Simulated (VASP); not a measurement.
The system is Ge13H7.

```xyz
20
Lattice="6.8906 0.2594 0.1123 0.2594 7.1390 0.0093 0.1123 0.0093 7.2080" Properties=species:S:1:pos:R:3 pbc="T T T"
H     1.4665    3.8218    7.0070
H     2.9700   -0.1193    1.4260
H     6.3552    8.0790    0.8390
H     3.9723   -0.5255   -0.6132
H     2.0235    6.5678    6.1230
H     2.3305    0.8575    4.4047
H     6.0530    8.2104    0.0941
Ge    0.7980    2.2103    6.8389
Ge    3.3240    1.0923    7.2106
Ge    0.6810    2.1318    4.2950
Ge    6.7567    3.5494    2.2626
Ge    3.9643    5.5607    2.6930
Ge    5.9410    5.9625    5.2492
Ge    4.9328    3.9605    7.0655
Ge    1.8346    6.2266    0.9507
Ge    4.6036    2.1510    2.5353
Ge    6.9454    7.0999    2.9317
Ge    3.3406    2.3286    5.0123
Ge    2.8529    3.1449    1.5118
Ge    2.1497    5.8249    4.4214
```

Base run:

```yaml
Program: VASP 6.6.1
Functional: PBE
Potentials_or_basis: VASP PAW PBE potentials, release 64 (H, Ge_d)
Cutoff: 410 eV
k_mesh: 1 × 1 × 1, shifted
Occupations: fermi-dirac, width 0.1034 eV
Spin: no spin polarisation
```

Its results: band gap on the k mesh zero (an odd number of electrons rules out a gap without spin polarisation); pressure -1.7 GPa; largest force 3.402 eV/Å.

The run is repeated on the same cell with these changes: cutoff from 410 eV to 520 eV; further incar settings from LREAL = Auto; ALGO = Normal; EDIFF = 1e-06; NBANDS = 110; ISYM = -1 to LREAL = Auto; ALGO = Normal; EDIFF = 1e-07; NBANDS = 110; ISYM = 0. What comes out?

Band gap on the k mesh zero (an odd number of electrons rules out a gap without spin polarisation); pressure -1.3 GPa; largest force 3.404 eV/Å.

Caveats: some runs use coarse meshes; the atoms stand as in a frame of molecular dynamics.
